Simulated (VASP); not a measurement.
Wanted: the native input for a VASP 6.6.1 run.

| Property | Result |
| --- | --- |
| Task | single point |
| Functional | PBE |
| Potentials or basis | VASP PAW PBE potentials, release 64 (Al, Ni) |
| Cutoff | 520 eV |
| k mesh | 14 × 14 × 14 |
| Occupations | gaussian, width 0.1 eV |
| Spin | collinear spin, ferromagnetic start |
| Starting moments | [0.0, 0.3, 0.3, 0.3] μB |
| Dipole correction | no |
| Further INCAR settings | ALGO = Normal; EDIFF = 1e-07; NBANDS = 28 |

The structure of AlNi3 lies in POSCAR:

```
AlNi3
1.0
    3.6023456716      0.0000000000      0.0000000000
    0.0000000000      3.6023456716      0.0000000000
    0.0000000000      0.0000000000      3.5227391415
Al Ni
1 3
Direct
    0.0000000000      0.0000000000      0.0000000000
    0.0000000000      0.5000000000      0.5000000000
    0.5000000000      0.0000000000      0.5000000000
    0.5000000000      0.5000000000      0.0000000000
```

This cell differs from its parent crystal: biaxial strain in the a-b plane: +1.0 %, then relaxed in part.

These files were run (other wordings do the same):

INCAR

```
SYSTEM = AlNi3
ALGO     = Normal         ! electronic algorithm
EDIFF    = 1E-7           ! SCF threshold, eV
ENCUT    = 520            ! plane-wave cutoff, eV
GGA      = PE             ! functional
ISIF     = 2              ! what is computed and relaxed
ISMEAR   = 0              ! smearing method
ISPIN    = 2              ! spin polarisation
LASPH    = .TRUE.         ! aspherical terms in the spheres
LCHARG   = .FALSE.        ! write CHGCAR
LMAXMIX  = 4              ! l up to which the mixer works
LORBIT   = 11             ! projections on sites
LREAL    = .FALSE.        ! projectors in reciprocal space
LWAVE    = .FALSE.        ! write WAVECAR
MAGMOM   = 0 0.3 0.3 0.3  ! initial moments
NBANDS   = 28             ! bands
NELM     = 150            ! most SCF steps
PREC     = Accurate       ! precision mode
SIGMA    = 0.1            ! smearing width, eV
```

KPOINTS

```
k-points
0
G
  14 14 14
  0 0 0
```

Potentials or basis: VASP PAW PBE potentials, release 64 (Al, Ni).

The run is started by

```sh
$ cat potpaw_PBE.64/Al/POTCAR potpaw_PBE.64/Ni/POTCAR > POTCAR
$ mpirun -np 1 vasp_std > vasp.out
```

Results of the run:

| Property | Result |
| --- | --- |
| Pressure | -1.3 GPa |
| Net moment | 0.71 μB per cell |
| Site moments | Al -0.01; Ni +0.25, +0.26 (each value once) μB |
| Valence electrons inside the program's atomic spheres | Al 0.79; Ni 9.37, 9.36 (each value once) |

Caveat: the cell differs from its parent crystal (biaxial strain in the a-b plane: +1.0 %, then relaxed in part).

It took 17 min on 1 thread of Oxide Virtual Turin-like Processor (shared host), peak memory 0.53 GiB.
